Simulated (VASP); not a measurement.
## Ni: single point with PBEsol

The system is Ni.

```xyz
2
Lattice="2.4882 0.0000 0.0000 -1.2441 2.1548 0.0000 0.0000 0.0000 4.1396" Properties=species:S:1:pos:R:3 pbc="T T T"
Ni    0.0000    1.4365    1.0349
Ni    1.2441    0.7183    3.1047
```

This isn't the form of Ni at room conditions, which is fcc.

- Program: VASP 6.6.1
- Task: single point
- Functional: PBEsol
- Potentials or basis: VASP PAW PBE potentials, release 64 (Ni)
- Cutoff: 520 eV
- k mesh: 13 × 13 × 7
- Occupations: fermi-dirac, width 0.1 eV
- Spin: collinear spin, ferromagnetic start
- Starting moments: [1.5, 1.5] μB
- Dipole correction: no
- Further INCAR settings: ALGO = Normal; EDIFF = 1e-07; NBANDS = 21

```
Pressure                                              : -11.9 GPa
Net moment                                            : 1.25 μB per cell
Site moments                                          : Ni +0.64 μB
Valence electrons inside the program's atomic spheres : Ni 9.28
```

Stress tensor (GPa, compression positive):
```
-10.91   0.00   0.00
  0.00 -10.91   0.00
  0.00   0.00 -13.87
```

Levels at points of the mesh, in eV from the Fermi level:
Spin up:
```
           k point  band 7  band 8  band 9  band 10  band 11  band 12  band 13  band 14  band 15  band 16
(0.00, 0.00, 0.00)   -2.03   -1.57   -1.57    -0.70    -0.70    -0.50     5.24    22.62    24.38    24.38
```
Spin down:
```
           k point  band 7  band 8  band 9  band 10  band 11  band 12
(0.00, 0.00, 0.00)   -1.36   -0.90   -0.90    -0.53     0.01     0.01
```

It took 76 s on 1 thread of Intel Xeon 8259CL, on a shared host, peak memory 0.19 GiB.

Caveat: the cell stands under tension; the PAW data sets were made with another functional, which shifts forces and pressure a little.
